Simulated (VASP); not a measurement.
A run of VASP 6.6.1 is set up as follows.

Contents of INCAR:

```
ALGO = Normal
EDIFF = 1E-8
ENCUT = 520
GGA = PE
ISIF = 2
ISMEAR = -1
LASPH = True
LCHARG = False
LEFG = True
LREAL = False
LWAVE = False
NBANDS = 26
NELM = 100
PREC = Accurate
SIGMA = 0.02
```

Contents of KPOINTS:

```
k-points
0
Gamma
  5 5 6
```

File POSCAR:

```
CuI
1.0
    3.7081120190     -3.6861789996      0.0000000000
    3.7081120190      3.6861789996      0.0000000000
    0.0000000000      0.0000000000      4.2780907744
Cu I
2 2
Direct
    0.4204388300      0.5795611700      0.7500000000
    0.5795611700      0.4204388300      0.2500000000
    0.7700426800      0.2299573200      0.7500000000
    0.2299573200      0.7700426800      0.2500000000
```

Potentials or basis: VASP PAW PBE potentials, release 64 (Cu, I).

Launch:

```console
$ cat potpaw_PBE.64/Cu/POTCAR potpaw_PBE.64/I/POTCAR > POTCAR
$ mpirun -np 1 vasp_std > vasp.out
```

(1) What does it give for the largest force?

(2) What does it give for the pressure?

(3) Predict the band gap on the k mesh.

## Answers

(1) 0.320 eV/Å.

(2) 2.3 GPa.

(3) 1.06 eV, direct.

Caveat: without QUAD_EFG the Cq values of the log hold for a quadrupole moment of 1 mb, not for the nuclei; spin-orbit coupling is left out, which moves the levels of the heavy elements.
